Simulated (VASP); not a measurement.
Input of a VASP 6.6.1 run:

The input POSCAR:

```
Ca
1.0
   -2.5858911081      2.5858911081      1.6808292203
    2.5858911081     -2.5858911081      1.6808292203
    2.5858911081      2.5858911081     -1.6808292203
Ca
1
Direct
    0.0000000000      0.0000000000      0.0000000000
```

Contents of INCAR.step1:

```
SYSTEM = Ca
PREC = Accurate
ENCUT = 520
ISMEAR = 0
SIGMA = 0.15
LREAL = .False.
LASPH = .True.
NELM = 100
NBANDS = 11
GGA = PE
ALGO = Normal
EDIFF = 1E-4
LWAVE = .True.
LCHARG = .False.
```

INCAR.step2

```
SYSTEM = Ca
PREC = Accurate
ENCUT = 520
EDIFF = 1E-7
ISMEAR = 0
SIGMA = 0.15
LREAL = .False.
LASPH = .True.
NELM = 100
ALGO = Normal
ISIF = 2
LWAVE = .False.
LCHARG = .False.
METAGGA = R2SCAN
LMIXTAU = .True.
NBANDS = 11
ISTART = 1
```

KPOINTS

```
regular mesh
0
Gamma
  16 16 16
  0 0 0
```

Potentials or basis: VASP PAW PBE potentials, release 64 (Ca_sv).

Run with:

```sh
$ cat potpaw_PBE.64/Ca_sv/POTCAR > POTCAR
$ cp INCAR.step1 INCAR
$ mpirun -np 1 vasp_std > vasp.out
$ cp INCAR.step2 INCAR
$ mpirun -np 1 vasp_std > vasp.out
```

**Question.** Estimate the band gap on the k mesh.

**Answer.** Zero (bands 5 and 6 overlap by 1.73 eV).

**Question.** Estimate the pressure.

**Answer.** 0.3 GPa.

Stress tensor (GPa, compression positive):
```
-3.24  0.00  0.00
 0.00 -3.24  0.00
 0.00  0.00  7.50
```

Caveat: the stress differs along the axes, from -3 to 8 GPa; the PAW data sets were made with another functional, which shifts forces and pressure a little.
